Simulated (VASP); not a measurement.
# Al: single point with PBEsol

Al:

```xyz
1
Lattice="-1.5105 1.5105 1.5105 1.5105 -1.5105 1.5105 1.5105 1.5105 -1.5105" Properties=species:S:1:pos:R:3 pbc="T T T"
Al    0.0000    0.0000    0.0000
```

- Program: VASP 6.6.1
- Task: single point
- Functional: PBEsol
- Potentials or basis: VASP PAW PBE potentials, release 64 (Al)
- Cutoff: 520 eV
- k mesh: 12 × 12 × 12
- Occupations: fermi-dirac, width 0.05 eV
- Spin: no spin polarisation

The pressure is 20.1 GPa.

Levels at points of the mesh, in eV from the Fermi level:
```csv
k point,band 1,band 2,band 3,band 4
"(0.00, 0.00, 0.00)",-12.43,14.39,14.39,14.39
"(0.50, 0.00, 0.00)",-5.00,-4.08,8.70,9.66
"(0.50, 0.50, 0.50)",2.23,2.23,2.23,2.67
```

Wall time 10 s on 1 thread of Intel Xeon 8259CL (shared host), peak memory 0.12 GiB.

Caveat: the PAW data sets were made with another functional, which shifts forces and pressure a little.
